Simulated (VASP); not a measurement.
A run of VASP 6.6.1:

The input INCAR:

```
SYSTEM = Co
PREC = Accurate
ENCUT = 520
EDIFF = 1E-6
ISMEAR = -1
SIGMA = 0.05
LREAL = .False.
LASPH = .True.
NELM = 150
ALGO = Normal
ISIF = 2
LWAVE = .False.
LCHARG = .False.
ISPIN = 2
MAGMOM = 2 2
LORBIT = 11
LMAXMIX = 4
GGA = RE
IVDW = 12
NBANDS = 20
```

KPOINTS

```
Automatic mesh
0
Gamma
  12 12 7
  0 0 0
```

The input POSCAR:

```
Co
1.0
    2.4651171487      0.0000000000      0.0000000000
   -1.2325585743      2.1348540740      0.0000000000
    0.0000000000      0.0000000000      3.9771495461
Co
2
Direct
    0.6666666667      0.3333333333      0.7500000000
    0.3333333333      0.6666666667      0.2500000000
```

Potentials or basis: VASP PAW PBE potentials, release 64 (Co).

Launch:

```console
$ cat potpaw_PBE.64/Co/POTCAR > POTCAR
$ mpirun -np 1 vasp_std > vasp.out
```

Hardware: 1 thread of AMD EPYC 7R13 (shared host).

Q: Estimate the wall time of this run.

A: It took 110 s on 1 thread of AMD EPYC 7R13 (shared host), peak memory 0.15 GiB. Counts: scf iterations 13, k points 76.
